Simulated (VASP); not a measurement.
Write the native input for VASP 6.6.1 that does the following.

- Task: density of states
- Functional: PBE
- Potentials or basis: VASP PAW PBE potentials, release 64 (W_sv)
- Cutoff: 520 eV
- k mesh: 16 × 16 × 16
- Occupations: fermi-dirac, width 0.1 eV
- Spin: no spin polarisation
- Dipole correction: no
- k mesh for the DOS: 24 × 24 × 24
- Occupations for the DOS: tetrahedron
- Further INCAR settings: ALGO = Normal; EDIFF = 1e-07

The system is W.

```
W
1.0
     2.63764    0.00000    0.00000
     0.00000    2.63764    0.00000
     0.00000    0.00000    2.63764
W
1
Cartesian
  0.0000 0.0000 0.0000
```

One way to write it, as run:

POSCAR

```
W
1.0
    2.6376372290      0.0000000000      0.0000000000
    0.0000000000      2.6376372290      0.0000000000
    0.0000000000      0.0000000000      2.6376372290
W
1
Direct
    0.0000000000      0.0000000000      0.0000000000
```

INCAR.step1

```
PREC     = Accurate       # precision mode
ENCUT    = 520            # plane-wave cutoff, eV
EDIFF    = 1E-7           # SCF threshold, eV
ISMEAR   = -1             # smearing method
SIGMA    = 0.1            # smearing width, eV
LREAL    = False          # projectors in reciprocal space
LASPH    = True           # aspherical terms in the spheres
NELM     = 100            # most SCF steps
ALGO     = Normal         # electronic algorithm
ISIF     = 2              # what is computed and relaxed
LWAVE    = False          # write WAVECAR
LCHARG   = True           # write CHGCAR
LMAXMIX  = 4              # l up to which the mixer works
GGA      = PE             # functional
NBANDS   = 13             # bands
```

KPOINTS.step1

```
regular mesh
0
Gamma
  16 16 16
```

INCAR.step2

```
PREC     = Accurate       # precision mode
ENCUT    = 520            # plane-wave cutoff, eV
EDIFF    = 1E-7           # SCF threshold, eV
ISMEAR   = -5             # smearing method
SIGMA    = 0.1            # smearing width, eV
LREAL    = False          # projectors in reciprocal space
LASPH    = True           # aspherical terms in the spheres
NELM     = 100            # most SCF steps
ALGO     = Normal         # electronic algorithm
ISIF     = 2              # what is computed and relaxed
LWAVE    = False          # write WAVECAR
LCHARG   = False          # write CHGCAR
LMAXMIX  = 4              # l up to which the mixer works
GGA      = PE             # functional
LORBIT   = 10             # projections on sites
NEDOS    = 2001           # points of the DOS
ICHARG   = 11             # starting density
```

KPOINTS.step2

```
regular mesh
0
Gamma
  24 24 24
```

Potentials or basis: VASP PAW PBE potentials, release 64 (W_sv).

Launch:

```console
$ cat potpaw_PBE.64/W_sv/POTCAR > POTCAR
$ cp INCAR.step1 INCAR
$ cp KPOINTS.step1 KPOINTS
$ mpirun -np 1 vasp_std > vasp.out
$ cp INCAR.step2 INCAR
$ cp KPOINTS.step2 KPOINTS
$ mpirun -np 1 vasp_std > vasp.out
```

Results of the run:

The valence electrons inside the program's atomic spheres are W 12.12.

Caveat: spin-orbit coupling is left out, which moves the levels of the heavy elements.

Run time: 44 s on 1 thread of Intel Xeon 6975P-C, with other jobs on the host, peak memory 0.21 GiB.
